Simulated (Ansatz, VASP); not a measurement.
# Be in VASP and in Ansatz

Contents of INCAR:

```
PREC = Accurate
ENCUT = 600
EDIFF = 1E-6
ISMEAR = 0
SIGMA = 0.1
LREAL = F
LASPH = T
NELM = 80
ALGO = Fast
ISIF = 3
LWAVE = F
LCHARG = F
GGA = PE
IBRION = 2
NSW = 90
EDIFFG = -0.04
```

KPOINTS

```
regular mesh
0
Gamma
  9 9 9
```

File POSCAR:

```
Be
1.0
    1.3721154933      0.7921912494      2.5444236752
   -1.3721154933      0.7921912494      2.5444236752
    0.0000000000     -1.5843824988      2.5444236752
Be
2
Direct
    0.2275400000      0.2275400000      0.2275400000
    0.7724600000      0.7724600000      0.7724600000
```

Input for Ansatz:

```yaml
crystal:
  lattice:
    - [1.3721154933, 0.7921912494, 2.5444236752]
    - [-1.3721154933, 0.7921912494, 2.5444236752]
    - [0.0, -1.5843824988, 2.5444236752]
  atoms:
    - { symbol: Be, position: [0.22754, 0.22754, 0.22754] }
    - { symbol: Be, position: [0.77246, 0.77246, 0.77246] }
basis:
  ecutwfc: 420
kpoints:
  mp_grid: { grid: [9, 9, 9] }
hamiltonian:
  xc: pbe
scf:
  occupations: { method: gaussian, width: 0.1 }
  lower_state_search: "off"
output:
  forces: true
  stress: true
  eigenvalues: true
relax:
  adjacent_minimum: "off"
  f_tol: 0.04
  max_steps: 70
  cell: { stress_tol: 0.4 }
```

Alike in both runs: task relaxation of cell and atoms; functional PBE; k mesh 9 × 9 × 9; occupations gaussian, width 0.1 eV; no spin polarisation.

```csv
,VASP,Ansatz
version,VASP 6.6.1,Ansatz 0.2.0
potentials or method,"VASP PAW PBE potentials, release 64 (Be), cutoff 600 eV","scalar-relativistic, plane waves, PAW"
valence electrons in the cell,4,4
```

|  | VASP | Ansatz | Ansatz less VASP |
| --- | --- | --- | --- |
| gap on the k mesh at the Fermi level, each at its own relaxed structure (eV) | none | none | - |
| relaxed volume (Å³/atom) | 7.89 | 7.88 | -0.008 |
| relaxed cell length with the largest relative difference (Å) | 3.857 | 3.858 | +0.0010 |

A gap of «none» marks a metal or a gap that the smearing closes.
